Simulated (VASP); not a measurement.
**BaMnO3: single point with LDA+U**

BaMnO3:

```
Ba Mn O
1.0
     4.03331    0.00000    0.00000
     0.00000    4.03331    0.00000
     0.00000    0.00000    4.03331
Ba Mn O
1 1 3
Direct
  0.50000 0.50000 0.50000
  0.00000 0.00000 0.00000
  0.50000 0.00000 0.00000
  0.00000 0.00000 0.50000
  0.00000 0.50000 0.00000
```

* Program: VASP 6.6.1
* Task: single point
* Functional: LDA
* Potentials or basis: VASP PAW LDA potentials, release 64 (Ba_sv, Mn_pv, O)
* Cutoff: 600 eV
* k mesh: 5 × 5 × 5
* Occupations: fermi-dirac, width 0.1 eV
* Spin: collinear spin, ferromagnetic start
* Starting moments: [0.0, 4.0, 0.0, 0.0, 0.0] μB
* Hubbard terms: Mn d U = 1.5 eV

```yaml
Pressure: -16.0 GPa
Net_moment: 3.14 μB per cell
Site_moments: Ba +0.01; Mn +3.09; O -0.02 μB
Valence_electrons_inside_the_program's_atomic_spheres: Ba 7.94; Mn 11.40; O 4.92
```

Levels at points of the mesh, in eV from the Fermi level:
Spin up:
| k point | band 20 | band 21 | band 22 | band 23 | band 24 | band 25 |
| --- | --- | --- | --- | --- | --- | --- |
| (0.00, 0.00, 0.00) | -0.89 | -0.89 | -0.25 | -0.25 | -0.25 | 5.04 |
Spin down:
| k point | band 15 | band 16 | band 17 | band 18 | band 19 | band 20 | band 21 | band 22 | band 23 | band 24 |
| --- | --- | --- | --- | --- | --- | --- | --- | --- | --- | --- |
| (0.00, 0.00, 0.00) | -1.02 | -1.02 | -0.25 | -0.25 | -0.25 | 1.26 | 1.26 | 1.26 | 2.05 | 2.05 |

Eigenvalues of the final occupation matrices:
```
    site  spin  trace               eigenvalues
site 2 d     1   3.95  0.59 0.59 0.93 0.93 0.93
site 2 d     2   0.88  0.13 0.13 0.13 0.25 0.25
```

Wall time 43 s on 1 thread of AMD EPYC 7R43 64-Core Processor (Zen 3), on a shared host, peak memory 0.16 GiB.

Caveat: the cell stands under tension; spin-orbit coupling is left out, which moves the levels of the heavy elements; a cell with one magnetic atom can't hold antiferromagnetic order, which such compounds often take. The state reached can hang on the start; a lower one may exist.
